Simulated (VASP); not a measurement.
Input of a VASP 6.6.1 run:

File INCAR:

```
  PREC = Accurate
  ENCUT = 520
  EDIFF = 1E-6
  ISMEAR = 0
  SIGMA = 0.1
  LREAL = False
  LASPH = True
  NELM = 80
  ALGO = Normal
  ISIF = 2
  LWAVE = False
  LCHARG = False
  NBANDS = 10
```

KPOINTS

```
Automatic mesh
0
Gamma
  8 8 8
```

Contents of POSCAR:

```
Ir
1.0
    0.0000000000      1.9078981112      1.9078981112
    1.9078981112      0.0000000000      1.9078981112
    1.9078981112      1.9078981112      0.0000000000
Ir
1
Direct
    0.0000000000      0.0000000000      0.0000000000
```

Potentials or basis: VASP PAW LDA potentials, release 64 (Ir).

Launch:

```console
$ cat potpaw_LDA.64/Ir/POTCAR > POTCAR
$ mpirun -np 1 vasp_std > vasp.out
```

(1) Predict the pressure.

## Answers

(1) 2.6 GPa.
